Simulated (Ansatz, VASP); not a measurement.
ZrB2 in VASP and in Ansatz

```xyz
3
Lattice="3.1700 0.0000 0.0000 -1.5850 2.7453 0.0000 0.0000 0.0000 3.5330" Properties=species:S:1:pos:R:3 pbc="T T T"
Zr    0.0000    0.0000    0.0000
B     0.0000    1.8302    1.7665
B     1.5850    0.9151    1.7665
```

Alike in both runs: task electric field gradients; functional PBE; k mesh 17 × 17 × 13; occupations fermi-dirac, width 0.05 eV; non-collinear spin, spin-orbit coupling.

|  | VASP | Ansatz |
| --- | --- | --- |
| version | VASP 6.6.1 | Ansatz 0.2.0 |
| potentials or method | VASP PAW PBE potentials, release 64 (Zr_sv, B) | plane-wave PAW |
| plane-wave cutoff (eV) | 520 | 420 |
| valence electrons in the cell | 18 | 18 |

VASP gave:

- pressure (GPa): 0.9
- traceless stress, the component that is largest in VASP (GPa): 0.43
- net moment per atom (μB): 0.00
- size of Vzz on the site where it differs most (V/Å²): 41.8

**Question.** What did Ansatz give for the same quantities?

**Answer.** Pressure (GPa): 0.7; traceless stress, the component that is largest in VASP (GPa): 0.37; net moment per atom (μB): 0.00; size of Vzz on the site where it differs most (V/Å²): 45.6.
